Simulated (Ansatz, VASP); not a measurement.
## One calculation of TiO2, two programs

File INCAR:

```
PREC = Accurate ; ENCUT = 520
EDIFF = 1E-6 ; ISMEAR = 0
SIGMA = 0.05 ; LREAL = F
LASPH = T ; NELM = 60
ALGO = Normal ; ISIF = 2
LWAVE = F ; LCHARG = T
GGA = PE ; LELF = T
LVHAR = T ; NBANDS = 33
```

Contents of KPOINTS:

```
regular mesh
0
Gamma
  10 10 10
```

The input POSCAR:

```
TiO2
1.0
   -1.8711171002      1.8711171002      4.8484484049
    1.8711171002     -1.8711171002      4.8484484049
    1.8711171002      1.8711171002     -4.8484484049
Ti O
2 4
Direct
    0.0000000000      0.0000000000      0.0000000000
    0.7500000000      0.2500000000      0.5000000000
    0.2065067269      0.2065067269      0.0000000000
    0.9565067269      0.4565067269      0.5000000000
    0.5434932731      0.0434932731      0.5000000000
    0.7934932731      0.7934932731      0.0000000000
```

Input for Ansatz:

```yaml
crystal:
  lattice:
    - [-1.8711171002, 1.8711171002, 4.8484484049]
    - [1.8711171002, -1.8711171002, 4.8484484049]
    - [1.8711171002, 1.8711171002, -4.8484484049]
  atoms:
    - { symbol: Ti, position: [0.0, 0.0, 0.0] }
    - { symbol: Ti, position: [0.75, 0.25, 0.5] }
    - { symbol: O, position: [0.2065067269, 0.2065067269, 0.0] }
    - { symbol: O, position: [0.9565067269, 0.4565067269, 0.5] }
    - { symbol: O, position: [0.5434932731, 0.0434932731, 0.5] }
    - { symbol: O, position: [0.7934932731, 0.7934932731, 0.0] }
basis:
  ecutwfc: 420
kpoints:
  mp_grid: { grid: [10, 10, 10] }
hamiltonian:
  xc: pbe
scf:
  occupations: { method: gaussian, width: 0.05 }
output:
  forces: true
  stress: true
  eigenvalues: true
```

Change from the starting cell: strain -0.015 along x and y, +0.000 along z, atoms carried along.

Alike in both runs: task single point; functional PBE; k mesh 10 × 10 × 10; occupations gaussian, width 0.05 eV; no spin polarisation.

```csv
,VASP,Ansatz
version,VASP 6.6.1,Ansatz 0.2.0
potentials or method,"VASP PAW PBE potentials, release 64 (Ti_sv, O), cutoff 520 eV","scalar-relativistic, plane waves, PAW"
valence electrons in the cell,48,48
```

Ansatz gave:

- gap on the k mesh at the Fermi level (eV): 2.22
- least direct gap on the mesh (eV): 2.53
- pressure (GPa): 6.6
- traceless stress, the component that is largest in VASP (GPa): -2.23
- rms of the force components (eV/Å): 0.013

Q: Estimate VASP's values.

A: gap on the k mesh at the Fermi level (eV): 2.20; least direct gap on the mesh (eV): 2.51; pressure (GPa): 7.3; traceless stress, the component that is largest in VASP (GPa): -2.25; rms of the force components (eV/Å): 0.007.

Atom by atom the forces differ by 0.007 eV/Å (rms over components). With one functional, cell and mesh, what is left measures potentials, basis and numerics.
